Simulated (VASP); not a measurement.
KCl, 2 atoms in the cell. Symmetry: Immm, No. 71, orthorhombic system. The conventional cell has a = 4.388 Å, b = 4.507 Å, c = 6.290 Å, α = 90.00°, β = 90.00°, γ = 90.00°. Within 4.1 Å of K (site symmetry mmm) lie 6 Cl at 3.14 to 3.15 Å. Cl (site symmetry mmm) has 6 K at 3.14 to 3.15 Å within 4.1 Å.  This cell differs from its parent crystal: shear xy strain -2.7%.

```yaml
Program: VASP 6.6.1
Task: single point
Functional: PBE
Potentials_or_basis: VASP PAW PBE potentials, release 64 (K_sv, Cl)
Cutoff: 520 eV
k_mesh: 4 × 4 × 4
Occupations: gaussian, width 0.01 eV
Spin: no spin polarisation
Dipole_correction: no
Further_INCAR_settings: ALGO = Normal; EDIFF = 1e-07; NBANDS = 15
```

Potentials or basis: VASP PAW PBE potentials, release 64 (K_sv, Cl).

The run is started by

```sh
$ cat potpaw_PBE.64/K_sv/POTCAR potpaw_PBE.64/Cl/POTCAR > POTCAR
$ mpirun -np 1 vasp_std > vasp.out
```

Hardware: 1 thread of Intel(R) Xeon(R) Platinum 8488C (Sapphire Rapids), on a shared host.

How long does it take, and how much memory?

Wall time 21 s on 1 thread of Intel(R) Xeon(R) Platinum 8488C (Sapphire Rapids) (shared host), peak memory 0.2 GiB. Counts: scf iterations 15, k points 18.
